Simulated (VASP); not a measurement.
# FePt (Tetraferroplatinum) (P4/mmm) in VASP: single point with PBEsol

Aim: the single point of FePt (Tetraferroplatinum) with PBEsol.

Program: VASP 6.6.1. These are calculated values, not measurements. Logs are shortened: lines on timing, memory, paths and dates and some standing lists are left out, and cuts for length are marked.

## (1) The cell of the first run

Symmetry: P4/mmm, No. 123, tetragonal system. The conventional cell has a = 2.687 Å, b = 2.687 Å, c = 3.718 Å, α = 90.00°, β = 90.00°, γ = 90.00°. Within 3.5 Å of Fe (site symmetry 4/mmm) lie 8 Pt at 2.66 Å and 4 Fe at 2.69 Å. Within 3.5 Å of Pt (site symmetry 4/mmm) lie 8 Fe at 2.66 Å and 4 Pt at 2.69 Å.

## (2) Single point, PBEsol, collinear spin, ferromagnetic start

Contents of INCAR:

```
SYSTEM = FePt
ALGO     = Normal         ! electronic algorithm
EDIFF    = 1E-6           ! SCF threshold, eV
ENCUT    = 520            ! plane-wave cutoff, eV
GGA      = PS             ! functional
ISIF     = 2              ! what is computed and relaxed
ISMEAR   = 0              ! smearing method
ISPIN    = 2              ! spin polarisation
LASPH    = .True.         ! aspherical terms in the spheres
LCHARG   = .True.         ! write CHGCAR
LELF     = .True.         ! ELF
LMAXMIX  = 4              ! l up to which the mixer works
LORBIT   = 11             ! projections on sites
LREAL    = .False.        ! projectors in reciprocal space
LVHAR    = .True.       
LWAVE    = .False.        ! write WAVECAR
MAGMOM   = 3.28 0.42      ! initial moments
NBANDS   = 20             ! bands
NELM     = 150            ! most SCF steps
PREC     = Accurate       ! precision mode
SIGMA    = 0.1            ! smearing width, eV
```

Contents of KPOINTS:

```
k-points
0
Gamma
  16 16 12
  0 0 0
```

Contents of POSCAR:

```
FePt
1.0
    2.6866285503      0.0000000000      0.0000000000
    0.0000000000      2.6866285503      0.0000000000
    0.0000000000      0.0000000000      3.7181114123
Fe Pt
1 1
Direct
    0.0000000000      0.0000000000      0.0000000000
    0.5000000000      0.5000000000      0.5000000000
```

Potentials or basis: VASP PAW PBE potentials, release 64 (Fe, Pt).

Command:

```sh
$ cat potpaw_PBE.64/Fe/POTCAR potpaw_PBE.64/Pt/POTCAR > POTCAR
$ mpirun -np 1 vasp_std > vasp.out
```

OUTCAR:

```text
SYSTEM = FePt
   EDIFF = 1E-6
   ENCUT = 520
   GGA = PS
   ISIF = 2
   ISMEAR = 0
   ISPIN = 2
   LASPH = .True.
   LORBIT = 11
   LREAL = .False.
   NELM = 150
   PREC = Accurate

 ion  position               nearest neighbor table
   1  0.000  0.000  0.000-   2 2.66   2 2.66   2 2.66   2 2.66   2 2.66   2 2.66   2 2.66   2 2.66

   2  0.500  0.500  0.500-   1 2.66   1 2.66   1 2.66   1 2.66   1 2.66   1 2.66   1 2.66   1 2.66

  LATTYP: Found a simple tetragonal cell.
 ALAT       =     2.6866285503
 C/A-ratio  =     1.3839320705

  Lattice vectors:

 A1 = (   2.6866285503,   0.0000000000,   0.0000000000)
 A2 = (   0.0000000000,   2.6866285503,   0.0000000000)
 A3 = (   0.0000000000,   0.0000000000,   3.7181114123)

Analysis of symmetry for initial positions (statically):
=====================================================================
 Subroutine PRICEL returns:
 Original cell was already a primitive cell.

 Routine SETGRP: Setting up the symmetry group for a
 simple tetragonal supercell.

 Subroutine GETGRP returns: Found 16 space group operations
 (whereof 16 operations were pure point group operations)
 out of a pool of 16 trial point group operations.

The static configuration has the point symmetry D_4h.

Analysis of symmetry for dynamics (positions and initial velocities):
=====================================================================
 Subroutine PRICEL returns:
 Original cell was already a primitive cell.

 Routine SETGRP: Setting up the symmetry group for a
 simple tetragonal supercell.

 Subroutine GETGRP returns: Found 16 space group operations
 (whereof 16 operations were pure point group operations)
 out of a pool of 16 trial point group operations.

The dynamic configuration has the point symmetry D_4h.

Analysis of structural, dynamic, and magnetic symmetry:
=====================================================================
 Subroutine PRICEL returns:
 Original cell was already a primitive cell.

 Routine SETGRP: Setting up the symmetry group for a
 simple tetragonal supercell.

 Subroutine GETGRP returns: Found 16 space group operations
 (whereof 16 operations were pure point group operations)
 out of a pool of 16 trial point group operations.

The overall configuration has the point symmetry D_4h.

 Subroutine INISYM returns: Found 16 space group operations
 (whereof 16 operations are pure point group operations),
 and found     1 'primitive' translations

----------------------------------------------------------------------------------------

                                     Primitive cell

  volume of cell :      26.8372

  direct lattice vectors                    reciprocal lattice vectors
     2.686628550  0.000000000  0.000000000     0.372213717  0.000000000  0.000000000
     0.000000000  2.686628550  0.000000000     0.000000000  0.372213717  0.000000000
     0.000000000  0.000000000  3.718111412     0.000000000  0.000000000  0.268953748

  length of vectors
     2.686628550  2.686628550  3.718111412     0.372213717  0.372213717  0.268953748

  position of ions in fractional coordinates (direct lattice)
     0.000000000  0.000000000  0.000000000
     0.500000000  0.500000000  0.500000000

  ion indices of the primitive-cell ions
   primitive index   ion index
                 1           1
                 2           2

----------------------------------------------------------------------------------------

 KPOINTS: k-points

Automatic generation of k-mesh.
 Grid dimensions read from file:
 generate k-points for:   16   16   12

 Generating k-lattice:

  Cartesian coordinates                     Fractional coordinates (reciprocal lattice)
     0.023263357  0.000000000  0.000000000     0.062500000  0.000000000  0.000000000
     0.000000000  0.023263357  0.000000000     0.000000000  0.062500000  0.000000000
     0.000000000  0.000000000  0.022412812     0.000000000  0.000000000  0.083333333

  Length of vectors
     0.023263357  0.023263357  0.022412812

  Shift w.r.t. Gamma in fractional coordinates (k-lattice)
     0.000000000  0.000000000  0.000000000

 Subroutine IBZKPT returns following result:
 ===========================================

 Found    315 irreducible k-points:

 Following reciprocal coordinates:
            Coordinates               Weight
  0.000000  0.000000  0.000000      1.000000
  0.062500  0.000000  0.000000      4.000000
  0.125000  0.000000  0.000000      4.000000
  0.187500  0.000000  0.000000      4.000000
  0.250000  0.000000  0.000000      4.000000
  0.312500  0.000000  0.000000      4.000000
[... 16 lines left out ...]
  0.437500  0.125000  0.000000      8.000000
  0.500000  0.125000  0.000000      4.000000
 [... further k-points ...]
   k-points           NKPTS =    315   k-points in BZ     NKDIM =    315   number of bands    NBANDS=     20
   number of dos      NEDOS =    301   number of ions     NIONS =      2
   total plane-waves  NPLWV =  11200
   dimension x,y,z NGX =    20 NGY =   20 NGZ =   28
   dimension x,y,z NGXF=    40 NGYF=   40 NGZF=   56
   ions per type =               1   1
   NGX,Y,Z   is equivalent  to a cutoff of  12.38, 12.38, 12.52 a.u.
   NGXF,Y,Z  is equivalent  to a cutoff of  24.75, 24.75, 25.04 a.u.
 SYSTEM =  FePt
   PREC   = accura    normal or accurate (medium, high low for compatibility)
   ISTART =      0    job   : 0-new  1-cont  2-samecut
   ICHARG =      2    charge: 1-file 2-atom 10-const
   ISPIN  =      2    spin polarized calculation?
   LNONCOLLINEAR =      F non collinear calculations
   LSORBIT =      F    spin-orbit coupling
   LASPH  =      T    aspherical Exc in radial PAW
   ENCUT  =  520.0 eV  38.22 Ry    6.18 a.u.   5.00  5.00  6.91*2*pi/ulx,y,z
   NELM   =    150;   NELMIN=  2; NELMDL= -5     # of ELM steps
   EDIFF  = 0.1E-05   stopping-criterion for ELM
   LREAL  =      F    real-space projection
   EDIFFG = 0.1E-04   stopping-criterion for IOM
   NSW    =      0    number of steps for IOM
   IBRION =     -1    ionic relax: 0-MD 1-quasi-New 2-CG
   NFREE  =      0    steps in history (QN), initial steepest desc. (CG)
   ISIF   =      2    stress and relaxation
   ISYM   =      2    0-nonsym 1-usesym 2-fastsym
   POTIM  = 0.5000    time-step for ionic-motion
   TEBEG  =    0.0;   TEEND  =   0.0 temperature during run
   PSTRESS=    0.0 pullay stress
   NELECT =      18.0000    total number of electrons
   NUPDOWN=      -1.0000    fix difference up-down
   EMIN   =  10.00;   EMAX   =-10.00  energy-range for DOS
   EFERMI =   0.00;   METHOD = LEGACY
   ISMEAR =     0;   SIGMA  =   0.10  broadening in eV -4-tet -1-fermi 0-gaus
   EFERMI_NEDOS =   21; number of points for ismear=-14 and -15
   IALGO  =     38    algorithm
   IMIX   =      4    mixing-type and parameters
     AMIX     =   0.40;   BMIX     =  1.00
     AMIX_MAG =   1.60;   BMIX_MAG =  1.00
  volume/ion in A,a.u.               =      13.42        90.55
  Fermi-wavevector in a.u.,A,eV,Ry     =   1.433023  2.708021 27.940305  2.053554
  Thomas-Fermi vector in A             =   2.552586
   LORBIT       =     11    0 simple, 1 ext, 2 COOP (PROOUT), +10 PAW based schemes
   GGA     = PS    functional components
   LHFCALC =     F    Hartree Fock is set to
   AEXX    =    0.0000 exact exchange contribution
   IVDW    =     0    specifies the selected vdW correction
   LEPSILON=     F    determine dielectric tensor
   LRPA    =     F    only Hartree local field effects (RPA)
 spin polarized calculation
 Gauss-broadening in eV      SIGMA  =   0.10
  energy-cutoff  :      520.00
  volume of cell :       26.84
 maximum number of plane-waves:       748
 NGX is ok and might be reduce to    20
   NGX =  9   NGY =  9   NGZ = 13

 number of electron      18.0000012 magnetization       3.2050878

 Free energy of the ion-electron system (eV)
  ---------------------------------------------------
  ext. energy  EPLUGINS =         0.00000000
  ---------------------------------------------------
  free energy    TOTEN  =       -16.29579621 eV

  energy without entropy =      -16.28922959  energy(sigma->0) =      -16.29251290

 E-fermi :   8.9101     XC(G=0): -13.3662

 val. band max:        8.9069577195   @ k =   0.4375   0.1875   0.2500
 cond. band min:       8.9101382524   @ k =   0.3750   0.1875   0.5000
 fundamental gap:      0.0031805329
 Fermi energy:         8.9100654919

 spin component 1

 k-point     1 :       0.0000    0.0000    0.0000
  band No.  band energies     occupation
      1      -0.9774      1.00000
      2       2.3341      1.00000
      3       2.4822      1.00000
      4       5.4519      1.00000
      5       5.4519      1.00000
      6       5.9397      1.00000
[... 12 lines left out ...]
     19      30.7195      0.00000
     20      30.7195      0.00000
[... 507 lines left out ...]
 k-point    24 :       0.5000    0.1250    0.0000
  band No.  band energies     occupation
      1       3.0093      1.00000
      2       3.7253      1.00000
      3       3.9528      1.00000
      4       4.2253      1.00000
      5       4.8773      1.00000
      6       5.4506      1.00000
[... 12 lines left out ...]
     19      31.0955      0.00000
     20      32.3876      0.00000

 [... further k-points ...]

 spin component 2

 k-point     1 :       0.0000    0.0000    0.0000
  band No.  band energies     occupation
      1      -0.8006      1.00000
      2       2.8432      1.00000
      3       2.8840      1.00000
      4       6.4995      1.00000
      5       6.4995      1.00000
      6       8.0391      1.00000
[... 12 lines left out ...]
     19      30.8612      0.00000
     20      30.8612      0.00000
[... 507 lines left out ...]
 k-point    24 :       0.5000    0.1250    0.0000
  band No.  band energies     occupation
      1       3.1997      1.00000
      2       4.0589      1.00000
      3       4.5047      1.00000
      4       4.5788      1.00000
      5       6.1535      1.00000
      6       6.8306      1.00000
[... 12 lines left out ...]
     19      31.7302      0.00000
     20      32.8063      0.00000

 [... further k-points ...]

------------------------ aborting loop because EDIFF is reached ----------------------------------------

  FORCE on cell =-STRESS in cart. coord.  units (eV):
  Direction    XX          YY          ZZ          XY          YZ          ZX
  --------------------------------------------------------------------------------------
  -------------------------------------------------------------------------------------
  Total       -0.0555934     -0.0555934     -0.0436274      0.0000000     -0.0000000      0.0000000
  in kB       -3.3189180     -3.3189180     -2.6045461      0.0000000     -0.0000000      0.0000000
  external PRESSURE =      -3.0807940 kB  Pullay stress =       0.0000000 kB

 VOLUME and BASIS-vectors are now :
 -----------------------------------------------------------------------------
  energy-cutoff  :      520.00
  volume of cell :       26.84
      direct lattice vectors                 reciprocal lattice vectors
     2.686628550  0.000000000  0.000000000     0.372213717  0.000000000  0.000000000
     0.000000000  2.686628550  0.000000000     0.000000000  0.372213717  0.000000000
     0.000000000  0.000000000  3.718111412     0.000000000  0.000000000  0.268953748

 POSITION                                       TOTAL-FORCE (eV/Angst)
 -----------------------------------------------------------------------------------
      0.00000      0.00000      0.00000         0.000000      0.000000      0.000000
      1.34331      1.34331      1.85906         0.000000      0.000000      0.000000
 -----------------------------------------------------------------------------------
    total drift:                               -0.000000      0.000000      0.000000

  FREE ENERGIE OF THE ION-ELECTRON SYSTEM (eV)
  ---------------------------------------------------
  free  energy   TOTEN  =       -16.2957962126 eV

  energy  without entropy=      -16.2892295870  energy(sigma->0) =      -16.29251290

 total charge

# of ion       s       p       d       tot
------------------------------------------
    1        0.421   0.477   6.149   7.048
    2        0.723   0.701   8.064   9.489
--------------------------------------------------
tot          1.144   1.179  14.214  16.537

 magnetization (x)

# of ion       s       p       d       tot
------------------------------------------
    1        0.002  -0.006   2.853   2.849
    2       -0.024  -0.066   0.410   0.320
--------------------------------------------------
tot         -0.022  -0.071   3.263   3.169
```

Run time: 3 min. Hardware: 1 thread of Intel Xeon Platinum 8488C (Sapphire Rapids), shared host; peak memory 0.36 GiB.

What came out:

| Quantity | Value |
| --- | --- |
| Free energy | -16.2958 eV |
| Pressure | -0.3 GPa |
| Net moment | 3.21 μB per cell |
| Site moments | Fe +2.85; Pt +0.32 μB |
| Valence electrons inside the program's atomic spheres | Fe 7.05; Pt 9.49 |

Caveat: the PAW data sets were made with another functional, which shifts forces and pressure a little; spin-orbit coupling is left out, which moves the levels of the heavy elements.
